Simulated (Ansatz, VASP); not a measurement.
# TaBr3F: VASP beside Ansatz

```
CELL_PARAMETERS angstrom
5.26791 0.00000 0.00000
0.00000 5.26791 0.00000
0.00000 0.00000 5.26791
ATOMIC_POSITIONS crystal
Ta 0.00000 0.00000 0.00000
Br 0.50000 0.00000 0.50000
Br 0.00000 0.50000 0.50000
Br 0.50000 0.50000 0.00000
F 0.50000 0.50000 0.50000
```

Change from the starting cell: species swapped into the Ba3PbO type (Pm-3m, No. 221).

Alike in both runs: task relaxation of cell and atoms; functional PBE; k mesh 4 × 4 × 4; occupations gaussian, width 0.1 eV; no spin polarisation.

```csv
,VASP,Ansatz
version,VASP 6.6.1,Ansatz 0.2.0
potentials or method,"VASP PAW PBE potentials, release 64 (Ta_pv, Br, F), cutoff 600 eV","scalar-relativistic, plane waves, PAW"
valence electrons in the cell,39,41
```

```csv
,VASP,Ansatz,Ansatz less VASP
"gap on the k mesh at the Fermi level, each at its own relaxed structure (eV)",none,none,-
relaxed volume (Å³/atom),21.97,21.86,-0.108
relaxed cell length with the largest relative difference (Å),4.789,4.781,-0.0079
```

A gap of «none» marks a metal or a gap that the smearing closes. VASP's potentials hold 39 valence electrons a cell and Ansatz's 41, so a difference there can come from the potentials and not from the codes.

Spin-orbit coupling is off throughout. Noted on VASP's run: the volume moved by over 15 % at a fixed basis, so the end points are rough; too few bands were computed for a metal, which touches its energy and stress.
